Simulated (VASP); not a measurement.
# SrO (Fm-3m) in VASP: a series of runs

SrO is run at these levels: r2SCAN, PBE, PBEsol, LDA; tasks: single point, relaxation of cell and atoms.

Program: VASP 6.6.1. These are calculated values, not measurements. Logs are shortened: lines on timing, memory, paths and dates and some standing lists are left out, and cuts for length are marked.

### Step 1. The cell of the first run

It takes space group Fm-3m (No. 225, cubic). Conventional cell: a = 5.160 Å, b = 5.160 Å, c = 5.160 Å, α = 90.00°, β = 90.00°, γ = 90.00°. Within 3.4 Å of Sr (site symmetry m-3m) lie 6 O at 2.58 Å. O (site symmetry m-3m) has 6 Sr at 2.58 Å within 3.4 Å.

### Step 2. Single point, r2SCAN

Input file POSCAR:

```
SrO
1.0
    0.0000000000      2.5798923523      2.5798923523
    2.5798923523      0.0000000000      2.5798923523
    2.5798923523      2.5798923523      0.0000000000
Sr O
1 1
Direct
    0.0000000000      0.0000000000      0.0000000000
    0.5000000000      0.5000000000      0.5000000000
```

Input file INCAR.step1:

```
PREC     = Accurate       # precision mode
ENCUT    = 520            # plane-wave cutoff, eV
ISMEAR   = 0              # smearing method
SIGMA    = 0.01           # smearing width, eV
LREAL    = F              # projectors in reciprocal space
LASPH    = T              # aspherical terms in the spheres
NELM     = 60             # most SCF steps
NBANDS   = 15             # bands
GGA      = PE             # functional
ALGO     = Normal         # electronic algorithm
EDIFF    = 1E-4           # SCF threshold, eV
LWAVE    = T              # write WAVECAR
LCHARG   = F              # write CHGCAR
```

Input file INCAR.step2:

```
PREC     = Accurate       # precision mode
ENCUT    = 520            # plane-wave cutoff, eV
EDIFF    = 1E-6           # SCF threshold, eV
ISMEAR   = 0              # smearing method
SIGMA    = 0.01           # smearing width, eV
LREAL    = F              # projectors in reciprocal space
LASPH    = T              # aspherical terms in the spheres
NELM     = 60             # most SCF steps
ALGO     = Normal         # electronic algorithm
ISIF     = 2              # what is computed and relaxed
LWAVE    = F              # write WAVECAR
LCHARG   = T              # write CHGCAR
METAGGA  = R2SCAN         # meta-GGA
LMIXTAU  = T            
LELF     = T              # ELF
LVHAR    = T            
NBANDS   = 15             # bands
ISTART   = 1
```

Input file KPOINTS:

```
regular mesh
0
Gamma
  8 8 8
```

Potentials or basis: VASP PAW PBE potentials, release 64 (Sr_sv, O).

On the command line:

```bash
cat potpaw_PBE.64/Sr_sv/POTCAR potpaw_PBE.64/O/POTCAR > POTCAR
cp INCAR.step1 INCAR
mpirun -np 1 vasp_std > vasp.out
cp INCAR.step2 INCAR
mpirun -np 1 vasp_std > vasp.out
```

OUTCAR:

```text
PREC = Accurate
   ENCUT = 520
   EDIFF = 1E-6
   ISMEAR = 0
   LREAL = F
   LASPH = T
   NELM = 60
   ISIF = 2
   METAGGA = R2SCAN
   ISTART = 1

 ion  position               nearest neighbor table
   1  0.000  0.000  0.000-   2 2.58   2 2.58   2 2.58   2 2.58   2 2.58   2 2.58
   2  0.500  0.500  0.500-   1 2.58   1 2.58   1 2.58   1 2.58   1 2.58   1 2.58

  LATTYP: Found a face centered cubic cell.
 ALAT       =     5.1597847046

  Lattice vectors:

 A1 = (   0.0000000000,   2.5798923523,   2.5798923523)
 A2 = (   2.5798923523,   0.0000000000,   2.5798923523)
 A3 = (   2.5798923523,   2.5798923523,   0.0000000000)

Analysis of symmetry for initial positions (statically):
=====================================================================
 Subroutine PRICEL returns:
 Original cell was already a primitive cell.

 Routine SETGRP: Setting up the symmetry group for a
 face centered cubic supercell.

 Subroutine GETGRP returns: Found 48 space group operations
 (whereof 48 operations were pure point group operations)
 out of a pool of 48 trial point group operations.

The static configuration has the point symmetry O_h .

Analysis of symmetry for dynamics (positions and initial velocities):
=====================================================================
 Subroutine PRICEL returns:
 Original cell was already a primitive cell.

 Routine SETGRP: Setting up the symmetry group for a
 face centered cubic supercell.

 Subroutine GETGRP returns: Found 48 space group operations
 (whereof 48 operations were pure point group operations)
 out of a pool of 48 trial point group operations.

The dynamic configuration has the point symmetry O_h .

 Subroutine INISYM returns: Found 48 space group operations
 (whereof 48 operations are pure point group operations),
 and found     1 'primitive' translations

----------------------------------------------------------------------------------------

                                     Primitive cell

  volume of cell :      34.3427

  direct lattice vectors                    reciprocal lattice vectors
     0.000000000  2.579892352  2.579892352    -0.193806536  0.193806536  0.193806536
     2.579892352  0.000000000  2.579892352     0.193806536 -0.193806536  0.193806536
     2.579892352  2.579892352  0.000000000     0.193806536  0.193806536 -0.193806536

  length of vectors
     3.648518754  3.648518754  3.648518754     0.335682767  0.335682767  0.335682767

  position of ions in fractional coordinates (direct lattice)
     0.000000000  0.000000000  0.000000000
[... 88 lines left out ...]
   PSTRESS=    0.0 pullay stress
   NELECT =      16.0000    total number of electrons
   NUPDOWN=      -1.0000    fix difference up-down
   EMIN   =  10.00;   EMAX   =-10.00  energy-range for DOS
   EFERMI =   0.00;   METHOD = LEGACY
   ISMEAR =     0;   SIGMA  =   0.01  broadening in eV -4-tet -1-fermi 0-gaus
   EFERMI_NEDOS =   21; number of points for ismear=-14 and -15
   IALGO  =     38    algorithm
   IMIX   =      4    mixing-type and parameters
     AMIX     =   0.40;   BMIX     =  1.00
     AMIX_MAG =   1.60;   BMIX_MAG =  1.00
  volume/ion in A,a.u.               =      17.17       115.88
  Fermi-wavevector in a.u.,A,eV,Ry     =   1.269122  2.398292 21.914491  1.610670
  Thomas-Fermi vector in A             =   2.402180
   LORBIT       =      0    0 simple, 1 ext, 2 COOP (PROOUT), +10 PAW based schemes
   METAGGA = R2SCAN    functional components
   LHFCALC =     F    Hartree Fock is set to
   AEXX    =    0.0000 exact exchange contribution
   IVDW    =     0    specifies the selected vdW correction
   LEPSILON=     F    determine dielectric tensor
   LRPA    =     F    only Hartree local field effects (RPA)
 non-spin polarized calculation
 Gauss-broadening in eV      SIGMA  =   0.01
  energy-cutoff  :      520.00
  volume of cell :       34.34
 maximum number of plane-waves:       941
   NGX = 13   NGY = 13   NGZ = 13

 number of electron      15.9999998 magnetization

 Free energy of the ion-electron system (eV)
  ---------------------------------------------------
  ext. energy  EPLUGINS =         0.00000000
  ---------------------------------------------------
  free energy    TOTEN  =       -27.05567464 eV

  energy without entropy =      -27.05567464  energy(sigma->0) =      -27.05567464

 E-fermi :   1.3601     XC(G=0): -10.5328

 val. band max:        1.2939282466   @ k =   0.0000   0.0000   0.0000
 cond. band min:       5.0416221884   @ k =   0.5000   0.5000   0.0000
 fundamental gap:      3.7476939418
 Fermi energy:         1.3601202754

 k-point     1 :       0.0000    0.0000    0.0000
  band No.  band energies     occupation
      1     -32.2154      2.00000
      2     -14.7214      2.00000
      3     -13.2491      2.00000
      4     -13.2491      2.00000
      5     -13.2491      2.00000
      6       1.2939      2.00000
      7       1.2939      2.00000
      8       1.2939      2.00000
      9       5.8761      0.00000
     10       8.0478      0.00000
     11       8.0478      0.00000
     12       8.0478      0.00000
     13      10.3455      0.00000
     14      10.3455      0.00000
[... 401 lines left out ...]
      2     -15.7525      2.00000
      3     -13.6146      2.00000
      4     -13.4694      2.00000
      5     -12.5714      2.00000
      6      -0.2322      2.00000
      7       0.4468      2.00000
      8       0.5216      2.00000
      9       8.1704      0.00000
     10       8.5433      0.00000
     11      11.2232      0.00000
     12      11.3609      0.00000
     13      13.5539      0.00000
     14      14.8655      0.00000
     15      15.5575      0.00000

 [... further k-points ...]

------------------------ aborting loop because EDIFF is reached ----------------------------------------

  FORCE on cell =-STRESS in cart. coord.  units (eV):
  Direction    XX          YY          ZZ          XY          YZ          ZX
  --------------------------------------------------------------------------------------
  -------------------------------------------------------------------------------------
  Total        0.1129791      0.1129791      0.1129791     -0.0000000      0.0000000      0.0000000
  in kB        5.2707662      5.2707662      5.2707662     -0.0000000      0.0000000      0.0000000
  external PRESSURE =       5.2707662 kB  Pullay stress =       0.0000000 kB

 VOLUME and BASIS-vectors are now :
 -----------------------------------------------------------------------------
  energy-cutoff  :      520.00
  volume of cell :       34.34
      direct lattice vectors                 reciprocal lattice vectors
     0.000000000  2.579892352  2.579892352    -0.193806536  0.193806536  0.193806536
     2.579892352  0.000000000  2.579892352     0.193806536 -0.193806536  0.193806536
     2.579892352  2.579892352  0.000000000     0.193806536  0.193806536 -0.193806536

 POSITION                                       TOTAL-FORCE (eV/Angst)
 -----------------------------------------------------------------------------------
      0.00000      0.00000      0.00000         0.000000     -0.000000      0.000000
      2.57989      2.57989      2.57989        -0.000000      0.000000     -0.000000
 -----------------------------------------------------------------------------------
    total drift:                                0.000000      0.000000      0.000000

  FREE ENERGIE OF THE ION-ELECTRON SYSTEM (eV)
  ---------------------------------------------------
  free  energy   TOTEN  =       -27.0556746354 eV

  energy  without entropy=      -27.0556746354  energy(sigma->0) =      -27.05567464
```

OUTCAR.step1:

```text
PREC = Accurate
   ENCUT = 520
   ISMEAR = 0
   LREAL = F
   LASPH = T
[... 652 lines left out ...]
 -----------------------------------------------------------------------------------
      0.00000      0.00000      0.00000         0.000000      0.000000      0.000000
      2.57989      2.57989      2.57989         0.000000      0.000000     -0.000000
 -----------------------------------------------------------------------------------
    total drift:                                0.000000      0.000000      0.000000

  FREE ENERGIE OF THE ION-ELECTRON SYSTEM (eV)
  ---------------------------------------------------
  free  energy   TOTEN  =       -12.0479123134 eV

  energy  without entropy=      -12.0479123134  energy(sigma->0) =      -12.04791231
```

OSZICAR.step1:

```text
N       E                     dE             d eps       ncg     rms          rms(c)
DAV:   1     0.662388533812E+02    0.66239E+02   -0.84635E+03   870   0.104E+03
DAV:   2    -0.111128790550E+02   -0.77352E+02   -0.71397E+02  1180   0.221E+02
DAV:   3    -0.141872272857E+02   -0.30743E+01   -0.30570E+01  1127   0.388E+01
DAV:   4    -0.142474598696E+02   -0.60233E-01   -0.60227E-01  1097   0.528E+00
DAV:   5    -0.142490292485E+02   -0.15694E-02   -0.15694E-02  1062   0.652E-01    0.161E+01
DAV:   6    -0.121994316819E+02    0.20496E+01   -0.67046E+00   884   0.194E+01    0.190E+01
DAV:   7    -0.120567289267E+02    0.14270E+00   -0.30369E-01  1010   0.488E+00    0.110E+01
DAV:   8    -0.120459544963E+02    0.10774E-01   -0.11928E-01  1087   0.345E+00    0.417E-01
DAV:   9    -0.120472881157E+02   -0.13336E-02   -0.58786E-03  1120   0.485E-01    0.233E-01
DAV:  10    -0.120477462273E+02   -0.45811E-03   -0.43942E-04   975   0.197E-01    0.866E-02
DAV:  11    -0.120478939031E+02   -0.14768E-03   -0.14783E-04   918   0.898E-02    0.274E-02
DAV:  12    -0.120479123134E+02   -0.18410E-04   -0.26596E-05   687   0.387E-02
   1 F= -.12047912E+02 E0= -.12047912E+02  d E =-.449876E-12
```

Wall time 62 s (1 thread of Intel Xeon 6975P-C, shared host); peak memory 0.17 GiB.

Results:

```
Free energy            : -27.0557 eV
Pressure               : 0.5 GPa
Band gap on the k mesh : 3.75 eV, indirect (least direct gap 3.84 eV)
```

Caveat: the PAW data sets were made with another functional, which shifts forces and pressure a little.

[end of part 1 of 2]
